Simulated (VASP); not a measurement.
Si (a cell with a defect): relaxation of the atoms with PBEsol

The system is Si (a cell with a defect).

```xyz
17
Lattice="0.0000 5.4300 5.4300 5.4300 0.0000 5.4300 5.4300 5.4300 0.0000" Properties=species:S:1:pos:R:3 pbc="T T T"
Si    0.0000    0.0000    0.0000
Si    1.3575    1.3575    1.3575
Si    2.7150    2.7150    0.0000
Si    4.0725    4.0725    1.3575
Si    2.7150    0.0000    2.7150
Si    4.0725    1.3575    4.0725
Si    5.4300    2.7150    2.7150
Si    6.7875    4.0725    4.0725
Si    0.0000    2.7150    2.7150
Si    1.3575    4.0725    4.0725
Si    2.7150    5.4300    2.7150
Si    4.0725    6.7875    4.0725
Si    2.7150    2.7150    5.4300
Si    4.0725    4.0725    6.7875
Si    5.4300    5.4300    5.4300
Si    6.7875    6.7875    6.7875
Si    9.4899    9.4795    9.5147
```

* Program: VASP 6.6.1
* Task: relaxation of the atoms
* Functional: PBEsol
* Potentials or basis: VASP PAW PBE potentials, release 64 (Si)
* Cutoff: 520 eV
* k mesh: 2 × 2 × 2
* Occupations: gaussian, width 0.02 eV
* Spin: no spin polarisation
* Dipole correction: no
* Further INCAR settings: LREAL = Auto; ALGO = Normal; EDIFF = 1e-06; IBRION = 2; EDIFFG = -0.03; NSW = 80

```yaml
Energy_gained_by_relaxing: 7.0 meV/atom
Ionic_steps: 6
Pressure_after_relaxing: 3.5 GPa
Largest_force_after_relaxing: 0.019 eV/Å
Band_gap_on_the_k_mesh: zero (bands 34 and 35 overlap by 0.25 eV)
```

Forces on the atoms (eV/Å):
```
Si   0.002 -0.001  0.007
Si   0.003  0.005 -0.003
Si   0.002 -0.001 -0.002
Si  -0.006 -0.005 -0.003
Si  -0.007 -0.001 -0.002
Si   0.001 -0.003 -0.001
Si   0.000  0.002  0.000
Si   0.003 -0.005  0.006
Si  -0.001 -0.008  0.000
Si  -0.003 -0.001 -0.002
Si   0.003  0.000  0.002
Si  -0.004  0.003  0.004
Si  -0.002 -0.001  0.002
Si   0.002 -0.001  0.003
Si  -0.001  0.000 -0.003
Si   0.000  0.000  0.000
Si   0.008  0.015 -0.008
```

The path:
| step | energy change (eV) | largest force (eV/Å) | pressure (GPa) |
| --- | --- | --- | --- |
| 1 | 0.0000 | 1.0328 | 3.98 |
| 2 | -0.1158 | 0.1143 | 3.53 |
| 3 | -0.1166 | 0.1450 | 3.50 |
| 4 | -0.1186 | 0.0437 | 3.51 |
| 5 | -0.1188 | 0.0530 | 3.51 |
| 6 | -0.1191 | 0.0188 | 3.51 |

Final structure:
```yaml
crystal:
  lattice:
    - [0.00000, 5.43000, 5.43000]
    - [5.43000, 0.00000, 5.43000]
    - [5.43000, 5.43000, 0.00000]
  atoms:
    - { symbol: Si, position: [0.00194, 0.00193, 0.00199] }
    - { symbol: Si, position: [0.12504, 0.12549, 0.12396] }
    - { symbol: Si, position: [0.00249, 0.00245, 0.49262] }
    - { symbol: Si, position: [0.12800, 0.12802, 0.62191] }
    - { symbol: Si, position: [0.00195, 0.49412, 0.00199] }
    - { symbol: Si, position: [0.12794, 0.62208, 0.12790] }
    - { symbol: Si, position: [0.99860, 0.50052, 0.50036] }
    - { symbol: Si, position: [0.12800, 0.62208, 0.62191] }
    - { symbol: Si, position: [0.49368, 0.00208, 0.00217] }
    - { symbol: Si, position: [0.62203, 0.12798, 0.12792] }
    - { symbol: Si, position: [0.50050, 0.99856, 0.50039] }
    - { symbol: Si, position: [0.62203, 0.12803, 0.62191] }
    - { symbol: Si, position: [0.50040, 0.50046, 0.99869] }
    - { symbol: Si, position: [0.62203, 0.62207, 0.12792] }
    - { symbol: Si, position: [0.50050, 0.50055, 0.50039] }
    - { symbol: Si, position: [0.62500, 0.62498, 0.62504] }
    - { symbol: Si, position: [0.87504, 0.87570, 0.87354] }
```

Levels at points of the mesh, in eV from the Fermi level:
```tsv
k point	band 31	band 32	band 33	band 34	band 35	band 36	band 37	band 38
(0.00, 0.00, 0.00)	-0.78	-0.78	-0.77	-0.25	-0.25	-0.24	0.03	0.03
(0.50, 0.00, 0.00)	-1.52	-1.37	-1.37	-0.34	0.51	0.52	0.86	0.86
(0.00, 0.50, 0.00)	-1.52	-1.37	-1.37	-0.34	0.51	0.51	0.86	0.87
(0.00, 0.00, 0.50)	-1.52	-1.37	-1.37	-0.34	0.51	0.51	0.86	0.86
(0.50, 0.50, 0.50)	-1.52	-1.37	-1.37	-0.34	0.51	0.51	0.86	0.87
(0.50, 0.50, 0.00)	-1.96	-1.83	-0.97	0.01	0.71	1.03	1.04	1.13
(0.00, 0.50, 0.50)	-1.96	-1.83	-0.97	0.01	0.71	1.03	1.04	1.13
(0.50, 0.00, 0.50)	-1.96	-1.83	-0.97	0.01	0.71	1.03	1.04	1.13
```

It took 16 min on 1 thread of Oxide Virtual Turin-like Processor, on a shared host, peak memory 0.49 GiB.

Caveat: the k points lie up to 0.50 Å⁻¹ apart; the PAW data sets were made with another functional, which shifts forces and pressure a little.
